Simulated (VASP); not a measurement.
# SnSe2 (P-3m1) in VASP: notebook

The runs below take SnSe2 through single point, with PBE.

All numbers are computed with VASP 6.6.1; they aren't measurements. Logs are shortened: lines on timing, memory, paths and dates and some standing lists are left out, and cuts for length are marked.

## 1. The cell of the first run

Symmetry: P-3m1, No. 164, trigonal system. The conventional cell has a = 3.811 Å, b = 3.811 Å, c = 5.892 Å, α = 90.00°, β = 90.00°, γ = 120.00°. Within 3.5 Å of Sn (site symmetry -3m) lie 6 Se at 2.65 Å. Se (site symmetry 3m) has 3 Sn at 2.65 Å within 3.5 Å.

## 2. Single point, PBE (strain -0.0400 x Voigt [0, 0, 1, 0, 0, 0])

Contents of INCAR:

```
PREC = Accurate
ENCUT = 520
EDIFF = 1E-6
ISMEAR = 0
SIGMA = 0.05
LREAL = False
LASPH = True
NELM = 100
ALGO = Normal
ISIF = 2
LWAVE = False
LCHARG = False
GGA = PE
NBANDS = 20
```

Contents of KPOINTS:

```
regular mesh
0
Gamma
  12 12 6
```

Contents of POSCAR:

```
SnSe2
1.0
    3.8109987816      0.0000000000      0.0000000000
   -1.9054993908      3.3004217586      0.0000000000
    0.0000000000      0.0000000000      5.8915200000
Sn Se
1 2
Direct
    0.0000000000      0.0000000000      0.0000000000
    0.3333333333      0.6666666667      0.2500000000
    0.6666666667      0.3333333333      0.7500000000
```

Potentials or basis: VASP PAW PBE potentials, release 64 (Sn_d, Se).

Run with:

```console
$ cat potpaw_PBE.64/Sn_d/POTCAR potpaw_PBE.64/Se/POTCAR > POTCAR
$ mpirun -np 1 vasp_std > vasp.out
```

OUTCAR:

```text
PREC = Accurate
   ENCUT = 520
   EDIFF = 1E-6
   ISMEAR = 0
   LREAL = False
   LASPH = True
   NELM = 100
   ISIF = 2
   GGA = PE

 ion  position               nearest neighbor table
   1  0.000  0.000  0.000-   2 2.65   3 2.65   2 2.65   3 2.65   3 2.65   2 2.65
   2  0.333  0.667  0.250-   1 2.65   1 2.65   1 2.65
   3  0.667  0.333  0.750-   1 2.65   1 2.65   1 2.65

  LATTYP: Found a hexagonal cell.
 ALAT       =     3.8109987816
 C/A-ratio  =     1.5459254483

  Lattice vectors:

 A1 = (   3.8109987816,   0.0000000000,   0.0000000000)
 A2 = (  -1.9054993908,   3.3004217586,   0.0000000000)
 A3 = (   0.0000000000,   0.0000000000,   5.8915200000)

Analysis of symmetry for initial positions (statically):
=====================================================================
 Subroutine PRICEL returns:
 Original cell was already a primitive cell.

 Routine SETGRP: Setting up the symmetry group for a
 hexagonal supercell.

 Subroutine GETGRP returns: Found 12 space group operations
 (whereof 12 operations were pure point group operations)
 out of a pool of 24 trial point group operations.

The static configuration has the point symmetry D_3d.

Analysis of symmetry for dynamics (positions and initial velocities):
=====================================================================
 Subroutine PRICEL returns:
 Original cell was already a primitive cell.

 Routine SETGRP: Setting up the symmetry group for a
 hexagonal supercell.

 Subroutine GETGRP returns: Found 12 space group operations
 (whereof 12 operations were pure point group operations)
 out of a pool of 24 trial point group operations.

The dynamic configuration has the point symmetry D_3d.

 Subroutine INISYM returns: Found 12 space group operations
 (whereof 12 operations are pure point group operations),
 and found     1 'primitive' translations

----------------------------------------------------------------------------------------

                                     Primitive cell

  volume of cell :      74.1030

  direct lattice vectors                    reciprocal lattice vectors
     3.810998782  0.000000000  0.000000000     0.262398405  0.151495789  0.000000000
[... 76 lines left out ...]
   NGX,Y,Z   is equivalent  to a cutoff of  12.21, 12.21, 13.54 a.u.
   NGXF,Y,Z  is equivalent  to a cutoff of  24.43, 24.43, 27.09 a.u.
 SYSTEM =  unknown system
   PREC   = accura    normal or accurate (medium, high low for compatibility)
   ISTART =      0    job   : 0-new  1-cont  2-samecut
   ICHARG =      2    charge: 1-file 2-atom 10-const
   ISPIN  =      1    spin polarized calculation?
   LNONCOLLINEAR =      F non collinear calculations
   LSORBIT =      F    spin-orbit coupling
   LASPH  =      T    aspherical Exc in radial PAW
   ENCUT  =  520.0 eV  38.22 Ry    6.18 a.u.   7.09  7.09 10.95*2*pi/ulx,y,z
   NELM   =    100;   NELMIN=  2; NELMDL= -5     # of ELM steps
   EDIFF  = 0.1E-05   stopping-criterion for ELM
   LREAL  =      F    real-space projection
   EDIFFG = 0.1E-04   stopping-criterion for IOM
   NSW    =      0    number of steps for IOM
   IBRION =     -1    ionic relax: 0-MD 1-quasi-New 2-CG
   NFREE  =      0    steps in history (QN), initial steepest desc. (CG)
   ISIF   =      2    stress and relaxation
   ISYM   =      2    0-nonsym 1-usesym 2-fastsym
   POTIM  = 0.5000    time-step for ionic-motion
   TEBEG  =    0.0;   TEEND  =   0.0 temperature during run
   PSTRESS=    0.0 pullay stress
   NELECT =      26.0000    total number of electrons
   NUPDOWN=      -1.0000    fix difference up-down
   EMIN   =  10.00;   EMAX   =-10.00  energy-range for DOS
   EFERMI =   0.00;   METHOD = LEGACY
   ISMEAR =     0;   SIGMA  =   0.05  broadening in eV -4-tet -1-fermi 0-gaus
   EFERMI_NEDOS =   21; number of points for ismear=-14 and -15
   IALGO  =     38    algorithm
   IMIX   =      4    mixing-type and parameters
     AMIX     =   0.40;   BMIX     =  1.00
     AMIX_MAG =   1.60;   BMIX_MAG =  1.00
  volume/ion in A,a.u.               =      24.70       166.69
  Fermi-wavevector in a.u.,A,eV,Ry     =   1.154660  2.181991 18.139824  1.333239
  Thomas-Fermi vector in A             =   2.291295
   LORBIT       =      0    0 simple, 1 ext, 2 COOP (PROOUT), +10 PAW based schemes
   GGA     = PE    functional components
   LHFCALC =     F    Hartree Fock is set to
   AEXX    =    0.0000 exact exchange contribution
   IVDW    =     0    specifies the selected vdW correction
   LEPSILON=     F    determine dielectric tensor
   LRPA    =     F    only Hartree local field effects (RPA)
 non-spin polarized calculation
 Gauss-broadening in eV      SIGMA  =   0.05
  energy-cutoff  :      520.00
  volume of cell :       74.10
 maximum number of plane-waves:      2019
   NGX = 15   NGY = 15   NGZ = 21

 number of electron      25.9999997 magnetization

 Free energy of the ion-electron system (eV)
  ---------------------------------------------------
  ext. energy  EPLUGINS =         0.00000000
  ---------------------------------------------------
  free energy    TOTEN  =       -11.59161103 eV

  energy without entropy =      -11.59161103  energy(sigma->0) =      -11.59161103

 E-fermi :   5.1442     XC(G=0):  -9.6518

 val. band max:        4.9031608349   @ k =   0.0000   0.0000   0.0000
 cond. band min:       5.4390033683   @ k =   0.0000   0.4167   0.3333
 fundamental gap:      0.5358425334
 Fermi energy:         5.1442439651

 k-point     1 :       0.0000    0.0000    0.0000
  band No.  band energies     occupation
      1     -16.7055      2.00000
      2     -16.7055      2.00000
      3     -16.6648      2.00000
      4     -16.6447      2.00000
      5     -16.6447      2.00000
      6      -9.6428      2.00000
[... 541 lines left out ...]
     19      12.7203      0.00000
     20      13.3749      0.00000

 [... further k-points ...]
[... 5 lines left out ...]
  --------------------------------------------------------------------------------------
  -------------------------------------------------------------------------------------
  Total        3.5993813      3.5993813      5.0967291     -0.0000000      0.0000000      0.0000000
  in kB       77.8220791     77.8220791    110.1961774     -0.0000000      0.0000000      0.0000000
  external PRESSURE =      88.6134452 kB  Pullay stress =       0.0000000 kB

 VOLUME and BASIS-vectors are now :
 -----------------------------------------------------------------------------
  energy-cutoff  :      520.00
  volume of cell :       74.10
      direct lattice vectors                 reciprocal lattice vectors
     3.810998782  0.000000000  0.000000000     0.262398405  0.151495789  0.000000000
    -1.905499391  3.300421759  0.000000000     0.000000000  0.302991579  0.000000000
     0.000000000  0.000000000  5.891520000     0.000000000  0.000000000  0.169735484

 POSITION                                       TOTAL-FORCE (eV/Angst)
 -----------------------------------------------------------------------------------
      0.00000      0.00000      0.00000         0.000000      0.000000     -0.000000
     -0.00000      2.20028      1.47288         0.000000     -0.000000      1.354455
      1.90550      1.10014      4.41864        -0.000000      0.000000     -1.354455
 -----------------------------------------------------------------------------------
    total drift:                               -0.000000     -0.000000     -0.000000

  FREE ENERGIE OF THE ION-ELECTRON SYSTEM (eV)
  ---------------------------------------------------
  free  energy   TOTEN  =       -11.5916110345 eV

  energy  without entropy=      -11.5916110345  energy(sigma->0) =      -11.59161103
```

It took 82 s on 1 thread of AMD EPYC 7R13 (Zen 3), shared host; peak memory 0.25 GiB.

Results:

- Free energy: -11.5916 eV
- Pressure: 8.9 GPa
- Largest force: 1.354 eV/Å
- Band gap on the k mesh: 0.54 eV, indirect (least direct gap 0.79 eV)

Forces in eV/Å, atoms in the order of the input:
```
Sn   0.000  0.000  0.000
Se   0.000  0.000  1.354
Se   0.000  0.000 -1.354
```

Caveat: the cell differs from its parent crystal (strain -0.0400 x Voigt [0, 0, 1, 0, 0, 0]); spin-orbit coupling is left out, which moves the levels of the heavy elements; this functional lacks dispersion, which binds the layers, so the pressure and a relaxed spacing across them are unreliable; forces of over 1 eV/Å act on the atoms, so gaps and moduli don't describe the material at rest. A k mesh can miss the band edges.

## 3. Single point, PBE (strain -0.0300 x Voigt [0, 0, 1, 0, 0, 0])

Contents of INCAR:

```
SYSTEM = SnSe2
  ALGO = Normal
  EDIFF = 1E-6
  ENCUT = 520
  GGA = PE
  ISIF = 2
  ISMEAR = 0
  LASPH = .True.
  LCHARG = .False.
  LREAL = .False.
  LWAVE = .False.
  NBANDS = 20
  NELM = 60
  PREC = Accurate
  SIGMA = 0.05
```

Contents of KPOINTS:

```
k-points
0
Gamma
  12 12 6
  0 0 0
```

Edit POSCAR of step 2 so:

```diff
@@ -4,3 +4,3 @@
    -1.9054993908      3.3004217586      0.0000000000
-    0.0000000000      0.0000000000      5.8915200000
+    0.0000000000      0.0000000000      5.9528900000
 Sn Se
```

Potentials or basis: VASP PAW PBE potentials, release 64 (Sn_d, Se).

Run with:

```console
$ cat potpaw_PBE.64/Sn_d/POTCAR potpaw_PBE.64/Se/POTCAR > POTCAR
$ mpirun -np 1 vasp_std > vasp.out
```

It took 83 s on 1 thread of AMD EPYC 7R13 (Zen 3), shared host; peak memory 0.26 GiB.

It converged, with:

- Free energy: -11.6419 eV
- Pressure: 7.9 GPa
- Largest force: 1.198 eV/Å
- Band gap on the k mesh: 0.59 eV, indirect (least direct gap 0.87 eV)

Forces on the atoms (eV/Å):
```
Sn   0.000  0.000  0.000
Se   0.000  0.000  1.198
Se   0.000  0.000 -1.198
```

Stress tensor (GPa, compression positive):
```
6.98 0.00 0.00
0.00 6.98 0.00
0.00 0.00 9.79
```

Levels at points of the mesh, in eV from the valence-band top:
| k point | band 9 | band 10 | band 11 | band 12 | band 13 | band 14 | band 15 | band 16 | band 17 | band 18 |
| --- | --- | --- | --- | --- | --- | --- | --- | --- | --- | --- |
| (0.00, 0.00, 0.00) | -1.04 | -1.04 | -0.74 | -0.74 | 0.00 | 0.87 | 2.60 | 4.41 | 4.41 | 8.16 |
| (0.50, 0.00, 0.00) | -4.76 | -3.18 | -3.10 | -1.43 | -0.52 | 0.97 | 3.59 | 5.26 | 5.32 | 7.53 |
| (0.00, 0.00, 0.50) | -2.26 | -1.14 | -1.14 | -0.55 | -0.55 | 2.25 | 2.62 | 4.07 | 4.07 | 8.02 |
| (0.50, 0.00, 0.50) | -5.29 | -2.91 | -2.13 | -1.10 | -0.99 | 0.82 | 4.10 | 4.77 | 5.75 | 6.36 |

Caveat: the cell differs from its parent crystal (strain -0.0300 x Voigt [0, 0, 1, 0, 0, 0]); spin-orbit coupling is left out, which moves the levels of the heavy elements; this functional lacks dispersion, which binds the layers, so the pressure and a relaxed spacing across them are unreliable; forces of over 1 eV/Å act on the atoms, so gaps and moduli don't describe the material at rest.

## 4. Single point, PBE (strain -0.0200 x Voigt [0, 0, 1, 0, 0, 0])

Contents of INCAR:

```
PREC = Accurate
ENCUT = 520
EDIFF = 1E-6
ISMEAR = 0
SIGMA = 0.05
LREAL = False
LASPH = True
NELM = 60
ALGO = Normal
ISIF = 2
LWAVE = False
LCHARG = False
GGA = PE
NBANDS = 20
```

Contents of KPOINTS:

```
regular mesh
0
Gamma
  12 12 6
```

Edit POSCAR of step 3 so:

```diff
@@ -4,3 +4,3 @@
    -1.9054993908      3.3004217586      0.0000000000
-    0.0000000000      0.0000000000      5.9528900000
+    0.0000000000      0.0000000000      6.0142600000
 Sn Se
```

Run with:

```console
$ cat potpaw_PBE.64/Sn_d/POTCAR potpaw_PBE.64/Se/POTCAR > POTCAR
$ mpirun -np 1 vasp_std > vasp.out
```

Wall time 83 s (1 thread of AMD EPYC 7R13 (Zen 3), shared host); peak memory 0.26 GiB.

The run converged. Its results:

* Free energy: -11.6863 eV
* Pressure: 7.0 GPa
* Largest force: 1.043 eV/Å
* Band gap on the k mesh: 0.64 eV, indirect (least direct gap 0.95 eV)

Forces on the atoms (eV/Å):
```
Sn   0.000  0.000  0.000
Se   0.000  0.000  1.043
Se   0.000  0.000 -1.043
```

Stress tensor (GPa, compression positive):
```
6.24 0.00 0.00
0.00 6.24 0.00
0.00 0.00 8.59
```

Levels at points of the mesh, in eV from the valence-band top:
| k point | band 9 | band 10 | band 11 | band 12 | band 13 | band 14 | band 15 | band 16 | band 17 | band 18 |
| --- | --- | --- | --- | --- | --- | --- | --- | --- | --- | --- |
| (0.00, 0.00, 0.00) | -0.92 | -0.92 | -0.62 | -0.62 | -0.01 | 0.94 | 2.72 | 4.49 | 4.49 | 8.15 |
| (0.50, 0.00, 0.00) | -4.66 | -3.09 | -2.95 | -1.36 | -0.45 | 1.04 | 3.66 | 5.32 | 5.37 | 7.43 |
| (0.00, 0.00, 0.50) | -2.20 | -1.02 | -1.02 | -0.44 | -0.44 | 2.32 | 2.72 | 4.17 | 4.17 | 8.06 |
| (0.50, 0.00, 0.50) | -5.17 | -2.77 | -2.09 | -1.01 | -0.90 | 0.83 | 4.15 | 4.78 | 5.77 | 6.35 |

Caveat: the cell differs from its parent crystal (strain -0.0200 x Voigt [0, 0, 1, 0, 0, 0]); spin-orbit coupling is left out, which moves the levels of the heavy elements; this functional lacks dispersion, which binds the layers, so the pressure and a relaxed spacing across them are unreliable; forces of over 1 eV/Å act on the atoms, so gaps and moduli don't describe the material at rest.

## 5. Overview

| cell | gap on the mesh (eV) | pressure (GPa) | largest force (eV/Å) |
| --- | --- | --- | --- |
| a = 3.811, b = 3.811, c = 5.892 Å, angles 90.0, 90.0, 120.0°, 3 atoms | 0.54 | 8.9 | 1.35 |
| a = 3.811, b = 3.811, c = 5.953 Å, angles 90.0, 90.0, 120.0°, 3 atoms | 0.59 | 7.9 | 1.20 |
| a = 3.811, b = 3.811, c = 6.014 Å, angles 90.0, 90.0, 120.0°, 3 atoms | 0.64 | 7.0 | 1.04 |

Alike in all rows: task single point; level PBE; potentials or basis VASP PAW PBE potentials, release 64 (Sn_d, Se); no spin polarisation; k mesh 12 × 12 × 6; cutoff (eV) 520; smearing gaussian 0.05 eV.

Caveats: spin-orbit coupling is left out, which moves the levels of the heavy elements; this functional lacks dispersion, which binds the layers, so the pressure and a relaxed spacing across them are unreliable; forces of over 1 eV/Å act on the atoms, so gaps and moduli don't describe the material at rest.

Total energies depend on the potentials used, so only differences within one code and one set of settings carry meaning.
